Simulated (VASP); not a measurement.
# Ba4Ti5O12 in VASP: single point with PBE

Aim: the single point of Ba4Ti5O12 with PBE.

All numbers are computed with VASP 6.6.1; they aren't measurements. Logs are shortened: lines on timing, memory, paths and dates and some standing lists are left out, and cuts for length are marked.

**1. The cell of the first run**

The cell holds a slab with vacuum, 21 atoms: a = 5.651 Å, b = 7.992 Å, c = 16.238 Å, α = 90.00°, β = 90.00°, γ = 90.00°.

**2. Single point, PBE, collinear spin**

File INCAR:

```
ALGO = Normal
EDIFF = 1E-6
ENCUT = 520
GGA = PE
GGA_COMPAT = False
ISIF = 2
ISMEAR = -1
ISPIN = 2
KPAR = 2
LASPH = True
LCHARG = True
LMAXMIX = 4
LORBIT = 11
LREAL = False
LVHAR = True
LWAVE = False
MAGMOM = 0 0 0 0 0 0 0 0 1 0 0 0 0 0 0 0 0 0 0 0 0
NBANDS = 106
NCORE = 2
NELM = 200
NELMDL = -8
PREC = Accurate
SIGMA = 0.02
```

File KPOINTS:

```
k-points
0
Gamma
  3 2 1
```

File POSCAR:

```
Ba4Ti5O12
1.0
    5.6511970000      0.0000000000      0.0000000000
    0.0000000000      7.9920000000      0.0000000000
    0.0000000000      0.0000000000     16.2383980000
Ba Ti O
4 5 12
Direct
    0.0000000000      0.0000000000      0.0615824000
    0.4996787044      0.0149412286      0.2413443579
    0.0000000000      0.5000000000      0.0615824000
    0.4996910262      0.4851038392      0.2413587708
    0.5000000000      0.2500000000      0.0615824000
   -0.0002761950      0.2500389094      0.2426084620
    0.5000000000      0.7500000000      0.0615824000
   -0.0003396670      0.7500278016      0.2400553846
    0.4996207962      0.7500375702      0.3918372420
    0.7643495390      0.2499962703      0.1235897071
    0.2356855874      0.2500000733      0.1236219267
    0.5000000000      0.0000000000      0.0615824000
    0.2507586896      0.2500294583      0.3044933811
    0.7486474872      0.2500177386      0.3044633296
   -0.0001837333     -0.0107561112      0.2200837059
    0.7593510752      0.7500098670      0.1276777633
    0.2407148303      0.7500145285      0.1276861238
    0.5000000000      0.5000000000      0.0615824000
    0.2493215892      0.7500078995      0.3206317498
    0.7498577926      0.7500170304      0.3205719112
   -0.0001994331      0.5107644434      0.2200753265
```

Potentials or basis: VASP PAW PBE potentials, release 64 (Ba_sv, Ti_sv, O).

Command:

```console
> cat potpaw_PBE.64/Ba_sv/POTCAR potpaw_PBE.64/Ti_sv/POTCAR potpaw_PBE.64/O/POTCAR > POTCAR
> mpirun -np 4 vasp_std > vasp.out
```

OUTCAR:

```text
EDIFF = 1E-6
   ENCUT = 520
   GGA = PE
   ISIF = 2
   ISMEAR = -1
   ISPIN = 2
   LASPH = True
   LORBIT = 11
   LREAL = False
   NELM = 200
   NELMDL = -8
   PREC = Accurate

 ion  position               nearest neighbor table
   1  0.000  0.000  0.062-  15 2.58  10 2.60  11 2.60  16 2.64  17 2.64  12 2.83  12 2.83   7 3.46
                             5 3.46   7 3.46   5 3.46   8 3.52   6 3.55   3 4.00   3 4.00   2 4.06
   2  0.500  0.015  0.241-  14 2.56  13 2.56  20 2.85  15 2.85  19 2.85  15 2.85  12 2.92  11 3.07
                            10 3.07  17 3.17  16 3.17   9 3.23   6 3.39   6 3.39   5 3.47   8 3.53
   3  0.000  0.500  0.062-  21 2.58  10 2.60  11 2.60  16 2.64  17 2.64  18 2.83  18 2.83   7 3.46
                             5 3.46   7 3.46   5 3.46   8 3.52   6 3.55   1 4.00   1 4.00   4 4.06
   4  0.500  0.485  0.241-  14 2.56  13 2.56  20 2.85  19 2.85  21 2.85  21 2.85  18 2.92  11 3.07
                            10 3.07  17 3.17  16 3.17   9 3.23   6 3.39   6 3.39   5 3.47   8 3.53
   5  0.500  0.250  0.062-  10 1.80  11 1.80  12 2.00  18 2.00   1 3.46   3 3.46   1 3.46   3 3.46
                             2 3.47   4 3.47
   6  1.000  0.250  0.243-  14 1.74  13 1.74  21 2.12  15 2.12  10 2.35  11 2.35   4 3.39   2 3.39
                             4 3.39   2 3.39   3 3.55   1 3.55
   7  0.500  0.750  0.062-  17 1.82  16 1.82  12 2.00  18 2.00   1 3.46   3 3.46   1 3.46   3 3.46
                             4 3.61   2 3.61
   8  1.000  0.750  0.240-  20 1.92  19 1.92  15 1.94  21 1.94  16 2.27  17 2.28   1 3.52   3 3.52
                             4 3.53   2 3.53   2 3.53   4 3.53
   9  0.500  0.750  0.392-  19 1.83  20 1.83   4 3.23   2 3.23
  10  0.764  0.250  0.124-   5 1.80   6 2.35   1 2.60   3 2.60   2 3.07   4 3.07
  11  0.236  0.250  0.124-   5 1.80   6 2.35   3 2.60   1 2.60   2 3.07   4 3.07
  12  0.500  0.000  0.062-   5 2.00   7 2.00   1 2.83   1 2.83   2 2.92
  13  0.251  0.250  0.304-   6 1.74   4 2.56   2 2.56
  14  0.749  0.250  0.304-   6 1.74   4 2.56   2 2.56
  15  1.000  0.989  0.220-   8 1.94   6 2.12   1 2.58   2 2.85   2 2.85
  16  0.759  0.750  0.128-   7 1.82   8 2.27   1 2.64   3 2.64   4 3.17   2 3.17
  17  0.241  0.750  0.128-   7 1.82   8 2.28   1 2.64   3 2.64   2 3.17   4 3.17
  18  0.500  0.500  0.062-   5 2.00   7 2.00   3 2.83   3 2.83   4 2.92
  19  0.249  0.750  0.321-   9 1.83   8 1.92   4 2.85   2 2.85
  20  0.750  0.750  0.321-   9 1.83   8 1.92   4 2.85   2 2.85
  21  1.000  0.511  0.220-   8 1.94   6 2.12   3 2.58   4 2.85   4 2.85

  LATTYP: Found a simple orthorhombic cell.
 ALAT       =     5.6511970000
 B/A-ratio  =     1.4142136613
 C/A-ratio  =     2.8734439801

  Lattice vectors:

 A1 = (   5.6511970000,   0.0000000000,   0.0000000000)
 A2 = (   0.0000000000,   7.9920000000,   0.0000000000)
 A3 = (   0.0000000000,   0.0000000000,  16.2383980000)

Analysis of symmetry for initial positions (statically):
=====================================================================
 Subroutine PRICEL returns:
 Original cell was already a primitive cell.

 Routine SETGRP: Setting up the symmetry group for a
 simple orthorhombic supercell.

 Subroutine GETGRP returns: Found  1 space group operations
 (whereof  1 operations were pure point group operations)
 out of a pool of  8 trial point group operations.

The static configuration has the point symmetry C_1 .

Analysis of symmetry for dynamics (positions and initial velocities):
=====================================================================
 Subroutine PRICEL returns:
 Original cell was already a primitive cell.

 Routine SETGRP: Setting up the symmetry group for a
 simple orthorhombic supercell.

 Subroutine GETGRP returns: Found  1 space group operations
 (whereof  1 operations were pure point group operations)
 out of a pool of  8 trial point group operations.

The dynamic configuration has the point symmetry C_1 .

Analysis of structural, dynamic, and magnetic symmetry:
=====================================================================
 Subroutine PRICEL returns:
 Original cell was already a primitive cell.

 Routine SETGRP: Setting up the symmetry group for a
 simple orthorhombic supercell.

 Subroutine GETGRP returns: Found  1 space group operations
 (whereof  1 operations were pure point group operations)
 out of a pool of  8 trial point group operations.

The overall configuration has the point symmetry C_1 .

 Subroutine INISYM returns: Found  1 space group operations
 (whereof  1 operations are pure point group operations),
 and found     1 'primitive' translations
[... 102 lines left out ...]
 SYSTEM =  unknown system
   PREC   = accura    normal or accurate (medium, high low for compatibility)
   ISTART =      0    job   : 0-new  1-cont  2-samecut
   ICHARG =      2    charge: 1-file 2-atom 10-const
   ISPIN  =      2    spin polarized calculation?
   LNONCOLLINEAR =      F non collinear calculations
   LSORBIT =      F    spin-orbit coupling
   LASPH  =      T    aspherical Exc in radial PAW
   ENCUT  =  520.0 eV  38.22 Ry    6.18 a.u.  10.51 14.86 30.19*2*pi/ulx,y,z
   NELM   =    200;   NELMIN=  2; NELMDL= -8     # of ELM steps
   EDIFF  = 0.1E-05   stopping-criterion for ELM
   LREAL  =      F    real-space projection
   EDIFFG = 0.1E-04   stopping-criterion for IOM
   NSW    =      0    number of steps for IOM
   IBRION =     -1    ionic relax: 0-MD 1-quasi-New 2-CG
   NFREE  =      0    steps in history (QN), initial steepest desc. (CG)
   ISIF   =      2    stress and relaxation
   ISYM   =      2    0-nonsym 1-usesym 2-fastsym
   POTIM  = 0.5000    time-step for ionic-motion
   TEBEG  =    0.0;   TEEND  =   0.0 temperature during run
   PSTRESS=    0.0 pullay stress
   NELECT =     172.0000    total number of electrons
   NUPDOWN=      -1.0000    fix difference up-down
   EMIN   =  10.00;   EMAX   =-10.00  energy-range for DOS
   EFERMI =   0.00;   METHOD = LEGACY
   ISMEAR =    -1;   SIGMA  =   0.02  broadening in eV -4-tet -1-fermi 0-gaus
   EFERMI_NEDOS =   21; number of points for ismear=-14 and -15
   IALGO  =     38    algorithm
   IMIX   =      4    mixing-type and parameters
     AMIX     =   0.40;   BMIX     =  1.00
     AMIX_MAG =   1.60;   BMIX_MAG =  1.00
  volume/ion in A,a.u.               =      34.92       235.68
  Fermi-wavevector in a.u.,A,eV,Ry     =   1.009574  1.907817 13.867584  1.019239
  Thomas-Fermi vector in A             =   2.142510
   LORBIT       =     11    0 simple, 1 ext, 2 COOP (PROOUT), +10 PAW based schemes
   GGA     = PE    functional components
   LHFCALC =     F    Hartree Fock is set to
   AEXX    =    0.0000 exact exchange contribution
   IVDW    =     0    specifies the selected vdW correction
   LEPSILON=     F    determine dielectric tensor
   LRPA    =     F    only Hartree local field effects (RPA)
 spin polarized calculation
  energy-cutoff  :      520.00
  volume of cell :      733.40
 maximum number of plane-waves:     19818
 NGX is ok and might be reduce to    42
   NGX = 21   NGY = 29   NGZ = 61

 number of electron     171.9999924 magnetization       2.2818594

 Free energy of the ion-electron system (eV)
  ---------------------------------------------------
  ext. energy  EPLUGINS =         0.00000000
  ---------------------------------------------------
  free energy    TOTEN  =      -158.96489630 eV

  energy without entropy =     -158.95074468  energy(sigma->0) =     -158.95782049

 E-fermi :   0.5410     XC(G=0):  -5.3821

 val. band max:        0.5392254041   @ k =   0.0000   0.5000   0.0000
 cond. band min:       0.7494514188   @ k =   0.3333   0.5000   0.0000
 fundamental gap:      0.2102260147
 Fermi energy:         0.5409793768

 spin component 1

 k-point     1 :       0.0000    0.0000    0.0000
  band No.  band energies     occupation
      1     -58.1960      1.00000
      2     -57.8789      1.00000
      3     -57.5322      1.00000
      4     -57.4799      1.00000
      5     -56.8267      1.00000
      6     -34.5372      1.00000
[... 393 lines left out ...]
     97       2.0145      0.00000
     98       2.0203      0.00000
 Fermi energy:         0.5409793768

 spin component 2

 k-point     1 :       0.0000    0.0000    0.0000
  band No.  band energies     occupation
      1     -57.9533      1.00000
      2     -57.7816      1.00000
      3     -57.5568      1.00000
      4     -56.8220      1.00000
      5     -56.3137      1.00000
      6     -34.2586      1.00000
[... 393 lines left out ...]
     97       2.1114      0.00000
     98       2.4310      0.00000
 [bands above 98 left out]

------------------------ aborting loop because EDIFF is reached ----------------------------------------

  FORCE on cell =-STRESS in cart. coord.  units (eV):
  Direction    XX          YY          ZZ          XY          YZ          ZX
  --------------------------------------------------------------------------------------
  -------------------------------------------------------------------------------------
  Total       21.0745445      9.2218887      2.3093785     -0.0001860     -0.0039202      0.0192127
  in kB       46.0394021     20.1461171      5.0450631     -0.0004063     -0.0085640      0.0419720
  external PRESSURE =      23.7435274 kB  Pullay stress =       0.0000000 kB

 VOLUME and BASIS-vectors are now :
 -----------------------------------------------------------------------------
  energy-cutoff  :      520.00
  volume of cell :      733.40
      direct lattice vectors                 reciprocal lattice vectors
     5.651197000  0.000000000  0.000000000     0.176953661  0.000000000  0.000000000
     0.000000000  7.992000000  0.000000000     0.000000000  0.125125125  0.000000000
     0.000000000  0.000000000 16.238398000     0.000000000  0.000000000  0.061582429

 POSITION                                       TOTAL-FORCE (eV/Angst)
 -----------------------------------------------------------------------------------
      0.00000      0.00000      1.00000         0.000020     -0.124954     -0.524214
      2.82378      0.11941      3.91905         0.001149     -0.148564     -0.087012
      0.00000      3.99600      1.00000         0.000043      0.125620     -0.523842
      2.82385      3.87695      3.91928         0.000805      0.148654     -0.087957
      2.82560      1.99800      1.00000        -0.001311      0.000064      1.083869
      5.64964      1.99831      3.93957         0.001478     -0.000103     -0.129468
[... 13 lines left out ...]
      4.23759      5.99414      5.20557         0.053085      0.000194      0.008465
      5.65007      4.08203      3.57367        -0.000770     -0.005439      0.123253
 -----------------------------------------------------------------------------------
    total drift:                               -0.000351      0.000052      0.000225

  FREE ENERGIE OF THE ION-ELECTRON SYSTEM (eV)
  ---------------------------------------------------
  free  energy   TOTEN  =      -158.9648963044 eV

  energy  without entropy=     -158.9507446770  energy(sigma->0) =     -158.95782049

 total charge

# of ion       s       p       d       tot
------------------------------------------
    1        2.021   5.612   0.397   8.030
    2        2.009   5.633   0.349   7.990
    3        2.021   5.612   0.397   8.030
    4        2.009   5.633   0.349   7.990
    5        2.242   6.242   1.975  10.458
    6        2.235   6.267   2.002  10.504
[... 13 lines left out ...]
   20        1.572   3.469   0.000   5.041
   21        1.564   3.459   0.000   5.023
--------------------------------------------------
tot         38.056  95.061  11.297 144.414

 magnetization (x)

# of ion       s       p       d       tot
------------------------------------------
    1       -0.000  -0.000  -0.000  -0.001
    2        0.002   0.003   0.013   0.018
    3       -0.000  -0.000  -0.000  -0.001
    4        0.002   0.003   0.013   0.018
    5       -0.020  -0.019  -0.282  -0.321
    6       -0.000   0.000   0.005   0.005
[... 13 lines left out ...]
   20       -0.001  -0.042   0.000  -0.044
   21       -0.000  -0.001   0.000  -0.001
--------------------------------------------------
tot          0.091  -0.069   1.503   1.525
```

It took 6 min on 4 MPI ranks of AMD EPYC 9R45 (Zen 5), shared host; peak memory 0.68 GiB.

What came out:

```
Free energy                                           : -158.9649 eV
Largest force                                         : 2.162 eV/Å
Net moment                                            : 2.28 μB per cell
Site moments                                          : Ba -0.00, +0.02 (each value once); Ti -0.32, +0.01, +0.34, +0.23, +1.33; O +0.00, -0.00, -0.01, -0.04 (each value once) μB
Valence electrons inside the program's atomic spheres : Ba 8.03, 7.99 (each value once); Ti 10.46, 10.50, 10.42, 10.21, 10.43; O 5.04, 5.01, 5.03, 5.02 (each value once)
```

Forces on the atoms (eV/Å):
```
Ba   0.000 -0.125 -0.524
Ba   0.001 -0.149 -0.087
Ba   0.000  0.126 -0.524
Ba   0.001  0.149 -0.088
Ti  -0.001  0.000  1.084
Ti   0.001  0.000 -0.129
Ti  -0.004  0.000  2.162
Ti  -0.002 -0.001 -0.017
Ti   0.001  0.000  0.155
O   -0.039  0.000  0.133
O    0.039  0.000  0.131
O    0.000 -0.024 -1.585
O   -0.058 -0.001  0.192
O    0.057  0.000  0.192
O   -0.001  0.006  0.123
O   -0.032  0.000  0.114
O    0.032 -0.001  0.113
O    0.000  0.025 -1.585
O   -0.050  0.000  0.008
O    0.053  0.000  0.008
O   -0.001 -0.005  0.123
```

Caveat: the k points lie up to 0.39 Å⁻¹ apart; spin-orbit coupling is left out, which moves the levels of the heavy elements; semilocal functionals often make such compounds metallic where correlation or magnetic order opens a gap, which also shifts bond lengths.
